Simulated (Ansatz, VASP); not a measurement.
# One calculation of NaCaNbSnO6, two programs

The input INCAR:

```
SYSTEM = NaCaNbSnO6
PREC = Accurate
ENCUT = 970
EDIFF = 1E-6
ISMEAR = 0
SIGMA = 0.05
LREAL = .False.
LASPH = .True.
NELM = 120
ALGO = Normal
ISIF = 2
LWAVE = .False.
LCHARG = .True.
GGA = PE
LELF = .True.
LVHAR = .True.
NBANDS = 52
GGA_COMPAT = .False.
```

File KPOINTS:

```
regular mesh
0
Gamma
  6 6 6
  0 0 0
```

POSCAR

```
NaCaNbSnO6
1.0
    0.0000000000      4.0380615300      4.0380615300
    4.0380615300      0.0000000000      4.0380615300
    4.0380615300      4.0380615300      0.0000000000
Na Ca Nb Sn O
1 1 1 1 6
Direct
    0.2500000000      0.2500000000      0.2500000000
    0.7500000000      0.7500000000      0.7500000000
    0.0000000000      0.0000000000      0.0000000000
    0.5000000000      0.5000000000      0.5000000000
    0.7533853700      0.2466146300      0.2466146300
    0.2466146300      0.7533853700      0.7533853700
    0.7533853700      0.7533853700      0.2466146300
    0.2466146300      0.2466146300      0.7533853700
    0.2466146300      0.7533853700      0.2466146300
    0.7533853700      0.2466146300      0.7533853700
```

Input for Ansatz:

```yaml
crystal:
  lattice:
    - [0.0, 4.03806153, 4.03806153]
    - [4.03806153, 0.0, 4.03806153]
    - [4.03806153, 4.03806153, 0.0]
  atoms:
    - { symbol: Na, position: [0.25, 0.25, 0.25] }
    - { symbol: Ca, position: [0.75, 0.75, 0.75] }
    - { symbol: Nb, position: [0.0, 0.0, 0.0] }
    - { symbol: Sn, position: [0.5, 0.5, 0.5] }
    - { symbol: O, position: [0.75338537, 0.24661463, 0.24661463] }
    - { symbol: O, position: [0.24661463, 0.75338537, 0.75338537] }
    - { symbol: O, position: [0.75338537, 0.75338537, 0.24661463] }
    - { symbol: O, position: [0.24661463, 0.24661463, 0.75338537] }
    - { symbol: O, position: [0.24661463, 0.75338537, 0.24661463] }
    - { symbol: O, position: [0.75338537, 0.24661463, 0.75338537] }
basis:
  ecutwfc: 420
  fft_grid_basis: typed
kpoints:
  mp_grid: { grid: [6, 6, 6] }
hamiltonian:
  xc: pbe
  pseudopotentials: { kind: paw }
scf:
  occupations: { method: gaussian, width: 0.05 }
output:
  forces: true
  stress: true
  eigenvalues: true
  bader: true
  write_density: true
  volumetric_format: npy
  elf: true
```

Alike in both runs: task single point; functional PBE; k mesh 6 × 6 × 6; occupations gaussian, width 0.05 eV; no spin polarisation.

```csv
,VASP,Ansatz
version,VASP 6.6.1,Ansatz 0.2.0
potentials or method,"VASP PAW PBE potentials, release 64 (Na_sv, Ca_sv, Nb_sv, Sn_d, O), cutoff 970 eV","scalar-relativistic, plane waves, PAW"
valence electrons in the cell,82,82
```

|  | VASP | Ansatz | Ansatz less VASP |
| --- | --- | --- | --- |
| gap on the k mesh at the Fermi level (eV) | 3.31 | 3.32 | +0.012 |
| pressure (GPa) | -2.3 | -2.3 | -0.04 |
| rms of the force components (eV/Å) | 0.204 | 0.177 | -0.0267 |

Atom by atom the forces differ by 0.027 eV/Å (rms over components).
